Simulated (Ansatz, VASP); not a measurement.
## One calculation of SnH5, two programs

```
CELL_PARAMETERS angstrom
-2.50278 2.50278 2.76525
2.50278 -2.50278 2.76525
2.50278 2.50278 -2.76525
ATOMIC_POSITIONS crystal
Sn 0.50000 0.50000 0.00000
H 0.75000 0.25000 0.50000
H 0.25000 0.75000 0.50000
H 0.00000 0.00000 0.00000
H 0.76822 0.76822 0.00000
H 0.23178 0.23178 0.00000
```

Alike in both runs: task relaxation of cell and atoms; functional PBE; k mesh 6 × 6 × 6; occupations gaussian, width 0.1 eV; no spin polarisation.

|  | VASP | Ansatz |
| --- | --- | --- |
| version | VASP 6.6.1 | Ansatz 0.2.0 |
| potentials or method | VASP PAW PBE potentials, release 64 (Sn_d, H), cutoff 600 eV | scalar-relativistic, plane waves, PAW |
| valence electrons in the cell | 19 | 19 |

```csv
,VASP,Ansatz,Ansatz less VASP
"gap on the k mesh at the Fermi level, each at its own relaxed structure (eV)",none,none,-
relaxed volume (Å³/atom),8.03,8.07,+0.036
relaxed cell length with the largest relative difference (Å),4.118,4.122,+0.0044
```

A gap of «none» marks a metal or a gap that the smearing closes.

Noted on VASP's run: the volume moved by over 15 % at a fixed basis, so the end points are rough.
